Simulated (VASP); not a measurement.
# Ti (P6/mmm) in VASP: single point with LDA

Aim: the single point of Ti with LDA.

Everything below comes from runs of VASP 6.6.1. Logs are shortened: lines on timing, memory, paths and dates and some standing lists are left out, and cuts for length are marked.

## 1. The cell of the first run

Symmetry: P6/mmm, No. 191, hexagonal system. Conventional cell: a = 3.053 Å, b = 3.053 Å, c = 6.451 Å, α = 90.00°, β = 90.00°, γ = 120.00°. Ti (site symmetry 6/mmm) has 6 Ti at 3.05 Å within 4.0 Å.

## 2. Single point, LDA

INCAR

```
SYSTEM = Ti
ALGO = Normal
EDIFF = 1E-7
ENCUT = 520
ISIF = 2
ISMEAR = -1
LASPH = .TRUE.
LCHARG = .FALSE.
LREAL = .FALSE.
LWAVE = .FALSE.
NBANDS = 12
NELM = 80
PREC = Accurate
SIGMA = 0.1
```

KPOINTS

```
k-points
0
G
  9 9 4
  0 0 0
```

POSCAR

```
Ti
1.0
    3.0531440000      0.0000000000      0.0000000000
   -1.5265720000      2.6441000000      0.0000000000
    0.0000000000      0.0000000000      6.4505920000
Ti
1
Direct
    0.0000000000      0.0000000000      0.5000000000
```

Potentials or basis: VASP PAW LDA potentials, release 64 (Ti_sv).

Started as:

```bash
> cat potpaw_LDA.64/Ti_sv/POTCAR > POTCAR
> mpirun -np 1 vasp_std > vasp.out
```

OUTCAR:

```text
SYSTEM = Ti
   EDIFF = 1E-7
   ENCUT = 520
   ISIF = 2
   ISMEAR = -1
   LASPH = .TRUE.
   LREAL = .FALSE.
   NELM = 80
   PREC = Accurate

 ion  position               nearest neighbor table
   1  0.000  0.000  0.500-

  LATTYP: Found a hexagonal cell.
 ALAT       =     3.0531440000
 C/A-ratio  =     2.1127703115

  Lattice vectors:

 A1 = (   3.0531440000,   0.0000000000,   0.0000000000)
 A2 = (  -1.5265720000,   2.6441000000,   0.0000000000)
 A3 = (   0.0000000000,   0.0000000000,   6.4505920000)

Analysis of symmetry for initial positions (statically):
=====================================================================
 Subroutine PRICEL returns:
 Original cell was already a primitive cell.

 Routine SETGRP: Setting up the symmetry group for a
 hexagonal supercell.

 Subroutine GETGRP returns: Found 24 space group operations
 (whereof 24 operations were pure point group operations)
 out of a pool of 24 trial point group operations.

The static configuration has the point symmetry D_6h.

Analysis of symmetry for dynamics (positions and initial velocities):
=====================================================================
 Subroutine PRICEL returns:
 Original cell was already a primitive cell.

 Routine SETGRP: Setting up the symmetry group for a
 hexagonal supercell.

 Subroutine GETGRP returns: Found 24 space group operations
 (whereof 24 operations were pure point group operations)
 out of a pool of 24 trial point group operations.

The dynamic configuration has the point symmetry D_6h.

 Subroutine INISYM returns: Found 24 space group operations
 (whereof 24 operations are pure point group operations),
 and found     1 'primitive' translations

----------------------------------------------------------------------------------------

                                     Primitive cell

  volume of cell :      52.0745

  direct lattice vectors                    reciprocal lattice vectors
     3.053144000  0.000000000  0.000000000     0.327531227  0.189100261  0.000000000
    -1.526572000  2.644100000  0.000000000     0.000000000  0.378200522  0.000000000
     0.000000000  0.000000000  6.450592000     0.000000000  0.000000000  0.155024531

  length of vectors
     3.053144000  3.053143770  6.450592000     0.378200493  0.378200522  0.155024531

  position of ions in fractional coordinates (direct lattice)
     0.000000000  0.000000000  0.500000000

  ion indices of the primitive-cell ions
   primitive index   ion index
                 1           1

----------------------------------------------------------------------------------------

 KPOINTS: k-points

Automatic generation of k-mesh.
 Grid dimensions read from file:
 generate k-points for:    9    9    4

 Generating k-lattice:

  Cartesian coordinates                     Fractional coordinates (reciprocal lattice)
     0.036392359  0.021011140  0.000000000     0.111111111  0.000000000  0.000000000
     0.000000000  0.042022280  0.000000000     0.000000000  0.111111111  0.000000000
     0.000000000  0.000000000  0.038756133     0.000000000  0.000000000  0.250000000

  Length of vectors
     0.042022277  0.042022280  0.038756133

  Shift w.r.t. Gamma in fractional coordinates (k-lattice)
     0.000000000  0.000000000  0.000000000

 Subroutine IBZKPT returns following result:
 ===========================================

 Found     36 irreducible k-points:

 Following reciprocal coordinates:
            Coordinates               Weight
  0.000000  0.000000  0.000000      1.000000
  0.111111  0.000000  0.000000      6.000000
  0.222222  0.000000  0.000000      6.000000
  0.333333  0.000000  0.000000      6.000000
  0.444444  0.000000  0.000000      6.000000
  0.111111  0.111111  0.000000      6.000000
[... 16 lines left out ...]
  0.333333  0.222222  0.250000     24.000000
  0.333333  0.333333  0.250000      4.000000
 [... further k-points ...]
   k-points           NKPTS =     36   k-points in BZ     NKDIM =     36   number of bands    NBANDS=     12
   number of dos      NEDOS =    301   number of ions     NIONS =      1
   total plane-waves  NPLWV =  27648
   dimension x,y,z NGX =    24 NGY =   24 NGZ =   48
   dimension x,y,z NGXF=    48 NGYF=   48 NGZF=   96
   ions per type =               1
   NGX,Y,Z   is equivalent  to a cutoff of  13.07, 13.07, 12.37 a.u.
   NGXF,Y,Z  is equivalent  to a cutoff of  26.14, 26.14, 24.74 a.u.
 SYSTEM =  Ti
   PREC   = accura    normal or accurate (medium, high low for compatibility)
   ISTART =      0    job   : 0-new  1-cont  2-samecut
   ICHARG =      2    charge: 1-file 2-atom 10-const
   ISPIN  =      1    spin polarized calculation?
   LNONCOLLINEAR =      F non collinear calculations
   LSORBIT =      F    spin-orbit coupling
   LASPH  =      T    aspherical Exc in radial PAW
   ENCUT  =  520.0 eV  38.22 Ry    6.18 a.u.   5.68  5.68 11.99*2*pi/ulx,y,z
   NELM   =     80;   NELMIN=  2; NELMDL= -5     # of ELM steps
   EDIFF  = 0.1E-06   stopping-criterion for ELM
   LREAL  =      F    real-space projection
   EDIFFG = 0.1E-05   stopping-criterion for IOM
   NSW    =      0    number of steps for IOM
   IBRION =     -1    ionic relax: 0-MD 1-quasi-New 2-CG
   NFREE  =      0    steps in history (QN), initial steepest desc. (CG)
   ISIF   =      2    stress and relaxation
   ISYM   =      2    0-nonsym 1-usesym 2-fastsym
   POTIM  = 0.5000    time-step for ionic-motion
   TEBEG  =    0.0;   TEEND  =   0.0 temperature during run
   PSTRESS=    0.0 pullay stress
   NELECT =      12.0000    total number of electrons
   NUPDOWN=      -1.0000    fix difference up-down
   EMIN   =  10.00;   EMAX   =-10.00  energy-range for DOS
   EFERMI =   0.00;   METHOD = LEGACY
   ISMEAR =    -1;   SIGMA  =   0.10  broadening in eV -4-tet -1-fermi 0-gaus
   EFERMI_NEDOS =   21; number of points for ismear=-14 and -15
   IALGO  =     38    algorithm
   IMIX   =      4    mixing-type and parameters
     AMIX     =   0.40;   BMIX     =  1.00
     AMIX_MAG =   1.60;   BMIX_MAG =  1.00
  volume/ion in A,a.u.               =      52.07       351.42
  Fermi-wavevector in a.u.,A,eV,Ry     =   1.003676  1.896673 13.706048  1.007366
  Thomas-Fermi vector in A             =   2.136243
   LORBIT       =      0    0 simple, 1 ext, 2 COOP (PROOUT), +10 PAW based schemes
   GGA     = CA    functional components
   LHFCALC =     F    Hartree Fock is set to
   AEXX    =    0.0000 exact exchange contribution
   IVDW    =     0    specifies the selected vdW correction
   LEPSILON=     F    determine dielectric tensor
   LRPA    =     F    only Hartree local field effects (RPA)
 non-spin polarized calculation
  energy-cutoff  :      520.00
  volume of cell :       52.07
 maximum number of plane-waves:      1416
 NGX is ok and might be reduce to    24
   NGX = 11   NGY = 11   NGZ = 23

 number of electron      11.9999999 magnetization

 Free energy of the ion-electron system (eV)
  ---------------------------------------------------
  ext. energy  EPLUGINS =         0.00000000
  ---------------------------------------------------
  free energy    TOTEN  =        -5.93925717 eV

  energy without entropy =       -5.79951826  energy(sigma->0) =       -5.86938771

 E-fermi :   0.2695     XC(G=0):  -6.6086

 val. band max:        0.2645359499   @ k =   0.1111   0.1111   0.2500
 cond. band min:       0.2962791009   @ k =   0.0000   0.0000   0.5000
 fundamental gap:      0.0317431509
 Fermi energy:         0.2695125759

 k-point     1 :       0.0000    0.0000    0.0000
  band No.  band energies     occupation
      1     -56.2738      2.00000
      2     -33.0616      2.00000
      3     -32.6315      2.00000
      4     -32.6315      2.00000
      5      -3.6060      2.00000
      6      -0.0400      1.91337
      7       1.0491      0.00082
      8       1.0491      0.00082
      9       1.1862      0.00021
     10       2.1654      0.00000
     11       2.1654      0.00000
     12       4.4662      0.00000

 k-point     2 :       0.1111    0.0000    0.0000
  band No.  band energies     occupation
      1     -56.2685      2.00000
      2     -33.0565      2.00000
      3     -32.6695      2.00000
      4     -32.6404      2.00000
      5      -3.2855      2.00000
      6       0.1059      1.67399
      7       0.8582      0.00553
      8       0.8728      0.00479
      9       1.2430      0.00012
     10       2.1187      0.00000
     11       2.6519      0.00000
     12       4.6474      0.00000

 k-point     3 :       0.2222    0.0000    0.0000
  band No.  band energies     occupation
      1     -56.2549      2.00000
      2     -33.0434      2.00000
      3     -32.7650      2.00000
      4     -32.6629      2.00000
      5      -2.4076      2.00000
      6       0.3589      0.58049
      7       0.3955      0.44185
      8       0.6529      0.04232
      9       1.7724      0.00000
     10       2.0026      0.00000
     11       3.6207      0.00000
     12       5.2091      0.00000
[... 286 lines left out ...]
 k-point    23 :       0.3333    0.2222    0.2500
  band No.  band energies     occupation
      1     -56.2249      2.00000
      2     -33.0144      2.00000
      3     -32.9017      2.00000
      4     -32.7837      2.00000
      5      -0.3287      1.99496
      6       0.1586      1.50385
      7       0.5391      0.12649
      8       1.1185      0.00041
      9       1.4243      0.00002
     10       4.4389      0.00000
     11       6.4002      0.00000
     12       6.8666      0.00000

 k-point    24 :       0.3333    0.3333    0.2500
  band No.  band energies     occupation
      1     -56.2222      2.00000
      2     -33.0119      2.00000
      3     -32.8544      2.00000
      4     -32.8544      2.00000
      5       0.2023      1.32384
      6       0.2023      1.32383
      7       0.5710      0.09349
      8       0.5710      0.09349
      9       1.4944      0.00001
     10       6.2360      0.00000
     11       6.2360      0.00000
     12       6.4874      0.00000

 [... further k-points ...]

------------------------ aborting loop because EDIFF is reached ----------------------------------------

  FORCE on cell =-STRESS in cart. coord.  units (eV):
  Direction    XX          YY          ZZ          XY          YZ          ZX
  --------------------------------------------------------------------------------------
  -------------------------------------------------------------------------------------
  Total       -3.7326400     -3.7326393     -0.3317467      0.0000000     -0.0000000      0.0000000
  in kB     -114.8423190   -114.8422959    -10.2068660      0.0000000     -0.0000000      0.0000000
  external PRESSURE =     -79.9638270 kB  Pullay stress =       0.0000000 kB

 VOLUME and BASIS-vectors are now :
 -----------------------------------------------------------------------------
  energy-cutoff  :      520.00
  volume of cell :       52.07
      direct lattice vectors                 reciprocal lattice vectors
     3.053144000  0.000000000  0.000000000     0.327531227  0.189100261  0.000000000
    -1.526572000  2.644100000  0.000000000     0.000000000  0.378200522  0.000000000
     0.000000000  0.000000000  6.450592000     0.000000000  0.000000000  0.155024531

 POSITION                                       TOTAL-FORCE (eV/Angst)
 -----------------------------------------------------------------------------------
      0.00000      0.00000      3.22530         0.000000      0.000000      0.000000
 -----------------------------------------------------------------------------------
    total drift:                                0.000000     -0.000000      0.000000

  FREE ENERGIE OF THE ION-ELECTRON SYSTEM (eV)
  ---------------------------------------------------
  free  energy   TOTEN  =        -5.9392571675 eV

  energy  without entropy=       -5.7995182573  energy(sigma->0) =       -5.86938771
```

It took 16 s on 1 thread of Intel Xeon 6975P-C (Granite Rapids), shared host; peak memory 0.14 GiB.

Results:

| Property | Result |
| --- | --- |
| Free energy | -5.9393 eV |
| Pressure | -8.0 GPa |
| Band gap on the k mesh | zero (band 6 reaches 0.37 eV, above the bottom of band 7 at 0.06 eV) |

Stress tensor (GPa, compression positive):
```
-11.48   0.00   0.00
  0.00 -11.48   0.00
  0.00   0.00  -1.02
```
